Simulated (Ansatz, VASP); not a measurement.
Ag in VASP and in Ansatz

Contents of INCAR:

```
SYSTEM = Ag
PREC     = Accurate       ! precision mode
ENCUT    = 600            ! plane-wave cutoff, eV
EDIFF    = 1E-7           ! SCF threshold, eV
ISMEAR   = 0              ! smearing method
SIGMA    = 0.1            ! smearing width, eV
LREAL    = .FALSE.        ! projectors in reciprocal space
LASPH    = .TRUE.         ! aspherical terms in the spheres
NELM     = 60             ! most SCF steps
ALGO     = Fast           ! electronic algorithm
ISIF     = 3              ! what is computed and relaxed
LWAVE    = .FALSE.        ! write WAVECAR
LCHARG   = .FALSE.        ! write CHGCAR
GGA      = PE             ! functional
IBRION   = 2              ! ionic algorithm
NSW      = 80             ! ionic steps
EDIFFG   = -0.05          ! ionic threshold
```

KPOINTS

```
regular mesh
0
G
  8 8 8
  0 0 0
```

File POSCAR:

```
Ag
1.0
    0.0000000000      1.9341602429      1.9341602429
    1.9341602429      0.0000000000      1.9341602429
    1.9341602429      1.9341602429      0.0000000000
Ag
1
Direct
    0.0000000000      0.0000000000      0.0000000000
```

Input for Ansatz:

```yaml
crystal:
  lattice:
    - [0.0, 1.934160243, 1.934160243]
    - [1.934160243, 0.0, 1.934160243]
    - [1.934160243, 1.934160243, 0.0]
  atoms:
    - { symbol: Ag, position: [0.0, 0.0, 0.0] }
basis:
  ecutwfc: 420
kpoints:
  mp_grid: { grid: [8, 8, 8] }
hamiltonian:
  xc: pbe
scf:
  occupations: { method: gaussian, width: 0.1 }
output:
  forces: true
  stress: true
  eigenvalues: true
relax:
  adjacent_minimum: "off"
  f_tol: 0.05
  max_steps: 60
  cell: { stress_tol: 0.5 }
```

Alike in both runs: task relaxation of cell and atoms; functional PBE; k mesh 8 × 8 × 8; occupations gaussian, width 0.1 eV; no spin polarisation.

|  | VASP | Ansatz |
| --- | --- | --- |
| version | VASP 6.6.1 | Ansatz 0.2.0 |
| potentials or method | VASP PAW PBE potentials, release 64 (Ag), cutoff 600 eV | scalar-relativistic, plane waves, PAW |
| valence electrons in the cell | 11 | 19 |

|  | VASP | Ansatz | Ansatz less VASP |
| --- | --- | --- | --- |
| gap on the k mesh at the Fermi level, each at its own relaxed structure (eV) | none | none | - |
| relaxed volume (Å³/atom) | 18.02 | 17.95 | -0.069 |
| relaxed cell length with the largest relative difference (Å) | 2.943 | 2.939 | -0.0038 |

A gap of «none» marks a metal or a gap that the smearing closes. VASP's potentials hold 11 valence electrons a cell and Ansatz's 19, so a difference there can come from the potentials and not from the codes.

Noted on VASP's run: the volume moved by over 15 % at a fixed basis, so the end points are rough.
